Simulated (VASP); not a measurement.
# Sc (I4/mcm) in VASP: single point with PBEsol

Aim: the single point of Sc with PBEsol.

Program: VASP 6.6.1. These are calculated values, not measurements. Logs are shortened: lines on timing, memory, paths and dates and some standing lists are left out, and cuts for length are marked.

## (1) The cell of the first run

It takes space group I4/mcm (No. 140, tetragonal). Conventional cell: a = 6.347 Å, b = 6.347 Å, c = 5.400 Å, α = 90.00°, β = 90.00°, γ = 90.00°. Sc (site symmetry m2m) has 11 Sc at 2.82 to 3.39 Å within 3.7 Å.

## (2) Single point, PBEsol (strained)

File INCAR:

```
  ALGO = Fast
  EDIFF = 1E-6
  ENCUT = 520
  GGA = PS
  ISIF = 2
  ISMEAR = 0
  LASPH = True
  LCHARG = False
  LREAL = False
  LWAVE = False
  NBANDS = 30
  NELM = 80
  PREC = Accurate
  SIGMA = 0.1
```

File KPOINTS:

```
k-points
0
Gamma
  10 10 10
```

File POSCAR:

```
Sc
1.0
   -3.1733649771      3.1733649771      2.6998567396
    3.1733649771     -3.1733649771      2.6998567396
    3.1733649771      3.1733649771     -2.6998567396
Sc
4
Direct
    0.1568609567      0.3431390433      0.5000000000
    0.6568609567      0.1568609567      0.8137219034
    0.3431390433      0.8431390433      0.1862780966
    0.8431390433      0.6568609567      0.5000000000
```

Potentials or basis: VASP PAW PBE potentials, release 64 (Sc_sv).

Started as:

```sh
$ cat potpaw_PBE.64/Sc_sv/POTCAR > POTCAR
$ mpirun -np 1 vasp_std > vasp.out
```

OUTCAR:

```text
EDIFF = 1E-6
   ENCUT = 520
   GGA = PS
   ISIF = 2
   ISMEAR = 0
   LASPH = True
   LREAL = False
   NELM = 80
   PREC = Accurate

 ion  position               nearest neighbor table
   1  0.157  0.343  0.500-   4 2.82   4 3.18   4 3.18   3 3.35   2 3.35   2 3.35   3 3.35   3 3.39
                             2 3.39   2 3.39   3 3.39
   2  0.657  0.157  0.814-   3 2.82   3 3.18   3 3.18   4 3.35   1 3.35   1 3.35   4 3.35   4 3.39
                             1 3.39   1 3.39   4 3.39
   3  0.343  0.843  0.186-   2 2.82   2 3.18   2 3.18   4 3.35   1 3.35   4 3.35   1 3.35   4 3.39
                             1 3.39   4 3.39   1 3.39
   4  0.843  0.657  0.500-   1 2.82   1 3.18   1 3.18   2 3.35   3 3.35   2 3.35   3 3.35   3 3.39
                             2 3.39   2 3.39   3 3.39

  LATTYP: Found a body centered tetragonal cell.
 ALAT       =     6.3467299542
 C/A-ratio  =     0.8507867072

  Lattice vectors:

 A1 = (  -3.1733649771,   3.1733649771,   2.6998567396)
 A2 = (   3.1733649771,  -3.1733649771,   2.6998567396)
 A3 = (   3.1733649771,   3.1733649771,  -2.6998567396)

Analysis of symmetry for initial positions (statically):
=====================================================================
 Subroutine PRICEL returns:
 Original cell was already a primitive cell.

 Routine SETGRP: Setting up the symmetry group for a
 body centered tetragonal supercell.

 Subroutine GETGRP returns: Found 16 space group operations
 (whereof  8 operations were pure point group operations)
 out of a pool of 16 trial point group operations.

The static configuration has the point symmetry C_4h.
 The point group associated with its full space group is D_4h.

Analysis of symmetry for dynamics (positions and initial velocities):
=====================================================================
 Subroutine PRICEL returns:
 Original cell was already a primitive cell.

 Routine SETGRP: Setting up the symmetry group for a
 body centered tetragonal supercell.

 Subroutine GETGRP returns: Found 16 space group operations
 (whereof  8 operations were pure point group operations)
 out of a pool of 16 trial point group operations.

The dynamic configuration has the point symmetry C_4h.
 The point group associated with its full space group is D_4h.

 Subroutine INISYM returns: Found 16 space group operations
 (whereof  8 operations are pure point group operations),
 and found     1 'primitive' translations

----------------------------------------------------------------------------------------

                                     Primitive cell

  volume of cell :     108.7529

  direct lattice vectors                    reciprocal lattice vectors
    -3.173364977  3.173364977  2.699856740     0.000000000  0.157561454  0.185195012
     3.173364977 -3.173364977  2.699856740     0.157561454  0.000000000  0.185195012
     3.173364977  3.173364977 -2.699856740     0.157561454  0.157561454  0.000000000

  length of vectors
     5.237338730  5.237338730  5.237338730     0.243151813  0.243151813  0.222825545

  position of ions in fractional coordinates (direct lattice)
     0.156860957  0.343139043  0.500000000
     0.656860957  0.156860957  0.813721903
     0.343139043  0.843139043  0.186278097
     0.843139043  0.656860957  0.500000000

  ion indices of the primitive-cell ions
   primitive index   ion index
                 1           1
                 2           2
                 3           3
                 4           4

----------------------------------------------------------------------------------------

 KPOINTS: k-points

Automatic generation of k-mesh.
 Grid dimensions read from file:
 generate k-points for:   10   10   10

 Generating k-lattice:

  Cartesian coordinates                     Fractional coordinates (reciprocal lattice)
     0.000000000  0.015756145  0.018519501     0.100000000  0.000000000  0.000000000
     0.015756145  0.000000000  0.018519501     0.000000000  0.100000000  0.000000000
     0.015756145  0.015756145  0.000000000     0.000000000  0.000000000  0.100000000

  Length of vectors
     0.024315181  0.024315181  0.022282555

  Shift w.r.t. Gamma in fractional coordinates (k-lattice)
     0.000000000  0.000000000  0.000000000

 Subroutine IBZKPT returns following result:
 ===========================================

 Found    102 irreducible k-points:

 Following reciprocal coordinates:
            Coordinates               Weight
  0.000000  0.000000  0.000000      1.000000
  0.100000 -0.000000  0.000000      8.000000
  0.200000 -0.000000  0.000000      8.000000
  0.300000  0.000000  0.000000      8.000000
  0.400000  0.000000  0.000000      8.000000
  0.500000 -0.000000  0.000000      4.000000
[... 16 lines left out ...]
  0.300000  0.300000  0.000000      8.000000
  0.400000  0.300000  0.000000     16.000000
 [... further k-points ...]
   k-points           NKPTS =    102   k-points in BZ     NKDIM =    102   number of bands    NBANDS=     30
   number of dos      NEDOS =    301   number of ions     NIONS =      4
   total plane-waves  NPLWV =  64000
   dimension x,y,z NGX =    40 NGY =   40 NGZ =   40
   dimension x,y,z NGXF=    80 NGYF=   80 NGZF=   80
   ions per type =               4
   NGX,Y,Z   is equivalent  to a cutoff of  12.70, 12.70, 12.70 a.u.
   NGXF,Y,Z  is equivalent  to a cutoff of  25.39, 25.39, 25.39 a.u.
 SYSTEM =  unknown system
   PREC   = accura    normal or accurate (medium, high low for compatibility)
   ISTART =      0    job   : 0-new  1-cont  2-samecut
   ICHARG =      2    charge: 1-file 2-atom 10-const
   ISPIN  =      1    spin polarized calculation?
   LNONCOLLINEAR =      F non collinear calculations
   LSORBIT =      F    spin-orbit coupling
   LASPH  =      T    aspherical Exc in radial PAW
   ENCUT  =  520.0 eV  38.22 Ry    6.18 a.u.   9.74  9.74  9.74*2*pi/ulx,y,z
   NELM   =     80;   NELMIN=  2; NELMDL= -5     # of ELM steps
   EDIFF  = 0.1E-05   stopping-criterion for ELM
   LREAL  =      F    real-space projection
[... 7 lines left out ...]
   TEBEG  =    0.0;   TEEND  =   0.0 temperature during run
   PSTRESS=    0.0 pullay stress
   NELECT =      44.0000    total number of electrons
   NUPDOWN=      -1.0000    fix difference up-down
   EMIN   =  10.00;   EMAX   =-10.00  energy-range for DOS
   EFERMI =   0.00;   METHOD = LEGACY
   ISMEAR =     0;   SIGMA  =   0.10  broadening in eV -4-tet -1-fermi 0-gaus
   EFERMI_NEDOS =   21; number of points for ismear=-14 and -15
   IALGO  =     68    algorithm
   IMIX   =      4    mixing-type and parameters
     AMIX     =   0.40;   BMIX     =  1.00
     AMIX_MAG =   1.60;   BMIX_MAG =  1.00
  volume/ion in A,a.u.               =      27.19       183.48
  Fermi-wavevector in a.u.,A,eV,Ry     =   1.210818  2.288114 19.947226  1.466080
  Thomas-Fermi vector in A             =   2.346353
   LORBIT       =      0    0 simple, 1 ext, 2 COOP (PROOUT), +10 PAW based schemes
   GGA     = PS    functional components
   LHFCALC =     F    Hartree Fock is set to
   AEXX    =    0.0000 exact exchange contribution
   IVDW    =     0    specifies the selected vdW correction
   LEPSILON=     F    determine dielectric tensor
   LRPA    =     F    only Hartree local field effects (RPA)
 non-spin polarized calculation
 RMM-DIIS sequential band-by-band and
 Gauss-broadening in eV      SIGMA  =   0.10
  energy-cutoff  :      520.00
  volume of cell :      108.75
 maximum number of plane-waves:      2950
   NGX = 19   NGY = 19   NGZ = 19

 number of electron      44.0000001 magnetization

 Free energy of the ion-electron system (eV)
  ---------------------------------------------------
  ext. energy  EPLUGINS =         0.00000000
  ---------------------------------------------------
  free energy    TOTEN  =       -25.42351890 eV

  energy without entropy =      -25.39126677  energy(sigma->0) =      -25.40739284

 E-fermi :   2.9093     XC(G=0):  -9.5082

 val. band max:        2.9046284644   @ k =  -0.2000   0.2000   0.1000
 cond. band min:       2.9111943087   @ k =   0.4000   0.3000   0.1000
 fundamental gap:      0.0065658443
 Fermi energy:         2.9092717347

 k-point     1 :       0.0000    0.0000    0.0000
  band No.  band energies     occupation
      1     -46.3423      2.00000
      2     -46.2881      2.00000
      3     -46.2333      2.00000
      4     -46.2333      2.00000
      5     -25.2001      2.00000
      6     -25.1394      2.00000
[... 22 lines left out ...]
     29       4.6791      0.00000
     30       5.3605      0.00000

 k-point     2 :       0.1000   -0.0000    0.0000
  band No.  band energies     occupation
      1     -46.3400      2.00000
      2     -46.2881      2.00000
      3     -46.2345      2.00000
      4     -46.2343      2.00000
      5     -25.2076      2.00000
      6     -25.1473      2.00000
[... 22 lines left out ...]
     29       4.6937      0.00000
     30       5.2985      0.00000

 k-point     3 :       0.2000   -0.0000    0.0000
  band No.  band energies     occupation
      1     -46.3335      2.00000
      2     -46.2886      2.00000
      3     -46.2380      2.00000
      4     -46.2370      2.00000
      5     -25.2219      2.00000
      6     -25.1702      2.00000
[... 22 lines left out ...]
     29       4.7176      0.00000
     30       5.0807      0.00000

 k-point     4 :       0.3000    0.0000    0.0000
  band No.  band energies     occupation
      1     -46.3237      2.00000
      2     -46.2901      2.00000
      3     -46.2425      2.00000
      4     -46.2408      2.00000
      5     -25.2317      2.00000
      6     -25.1940      2.00000
[... 22 lines left out ...]
     29       4.6786      0.00000
     30       5.0752      0.00000

 k-point     5 :       0.4000    0.0000    0.0000
  band No.  band energies     occupation
      1     -46.3125      2.00000
      2     -46.2943      2.00000
      3     -46.2460      2.00000
      4     -46.2445      2.00000
      5     -25.2332      2.00000
      6     -25.2134      2.00000
[... 22 lines left out ...]
     29       4.5179      0.00000
     30       4.6249      0.00000
[... 526 lines left out ...]
     29       4.8893      0.00000
     30       5.1512      0.00000

 k-point    22 :      -0.2000    0.2000    0.0000
  band No.  band energies     occupation
      1     -46.3355      2.00000
      2     -46.2880      2.00000
      3     -46.2403      2.00000
      4     -46.2333      2.00000
      5     -25.1855      2.00000
      6     -25.1673      2.00000
[... 22 lines left out ...]
     29       4.9793      0.00000
     30       5.1995      0.00000

 k-point    23 :       0.3000    0.3000    0.0000
  band No.  band energies     occupation
      1     -46.3029      2.00000
      2     -46.2976      2.00000
      3     -46.2518      2.00000
      4     -46.2450      2.00000
      5     -25.2424      2.00000
      6     -25.1631      2.00000
[... 22 lines left out ...]
     29       4.4684      0.00000
     30       4.6055      0.00000

 k-point    24 :       0.4000    0.3000    0.0000
  band No.  band energies     occupation
      1     -46.3097      2.00000
      2     -46.2910      2.00000
      3     -46.2551      2.00000
      4     -46.2414      2.00000
      5     -25.2328      2.00000
      6     -25.1525      2.00000
[... 22 lines left out ...]
     29       4.5743      0.00000
     30       4.6592      0.00000

 [... further k-points ...]

------------------------ aborting loop because EDIFF is reached ----------------------------------------

  FORCE on cell =-STRESS in cart. coord.  units (eV):
  Direction    XX          YY          ZZ          XY          YZ          ZX
  --------------------------------------------------------------------------------------
  -------------------------------------------------------------------------------------
  Total       -2.3089639     -2.3089639     -2.2919737      0.0000000      0.0000000      0.0000000
  in kB      -34.0162912    -34.0162912    -33.7659871      0.0000000      0.0000000      0.0000000
  external PRESSURE =     -33.9328565 kB  Pullay stress =       0.0000000 kB

 VOLUME and BASIS-vectors are now :
 -----------------------------------------------------------------------------
  energy-cutoff  :      520.00
  volume of cell :      108.75
      direct lattice vectors                 reciprocal lattice vectors
    -3.173364977  3.173364977  2.699856740     0.000000000  0.157561454  0.185195012
     3.173364977 -3.173364977  2.699856740     0.157561454  0.000000000  0.185195012
     3.173364977  3.173364977 -2.699856740     0.157561454  0.157561454  0.000000000

 POSITION                                       TOTAL-FORCE (eV/Angst)
 -----------------------------------------------------------------------------------
      2.17781      0.99555      0.00000        -0.272160      0.272160      0.000000
      0.99555      4.16892      0.00000         0.272160      0.272160      0.000000
      2.17781     -0.99555      2.69986        -0.272160     -0.272160     -0.000000
      0.99555      2.17781      2.69986         0.272160     -0.272160      0.000000
 -----------------------------------------------------------------------------------
    total drift:                               -0.000032      0.000005      0.000030

  FREE ENERGIE OF THE ION-ELECTRON SYSTEM (eV)
  ---------------------------------------------------
  free  energy   TOTEN  =       -25.4235189036 eV

  energy  without entropy=      -25.3912667691  energy(sigma->0) =      -25.40739284
```

It took 8.3 min on 1 thread of Oxide Virtual Turin-like, shared host; peak memory 0.36 GiB.

Results:

```yaml
Free_energy: -25.4235 eV
Pressure: -3.4 GPa
Largest_force: 0.385 eV/Å
Band_gap_on_the_k_mesh: zero (bands 22 and 23 overlap by 0.51 eV)
```

Forces in eV/Å, atoms in the order of the input:
```
Sc  -0.272  0.272  0.000
Sc   0.272  0.272  0.000
Sc  -0.272 -0.272  0.000
Sc   0.272 -0.272  0.000
```

Levels at points of the mesh, in eV from the Fermi level:
```csv
k point,band 20,band 21,band 22,band 23,band 24,band 25
"(0.00, 0.00, 0.00)",-0.35,-0.35,-0.24,0.14,0.89,0.89
"(0.50, 0.00, 0.00)",-1.05,-0.04,-0.04,0.64,0.64,0.92
"(0.50, 0.50, 0.00)",-0.45,-0.42,-0.35,-0.29,0.99,1.02
"(0.50, 0.50, 0.50)",-1.17,-0.78,0.07,0.56,0.79,0.79
```

Caveat: the cell differs from its parent crystal (strained); the cell stands under tension; the PAW data sets were made with another functional, which shifts forces and pressure a little.
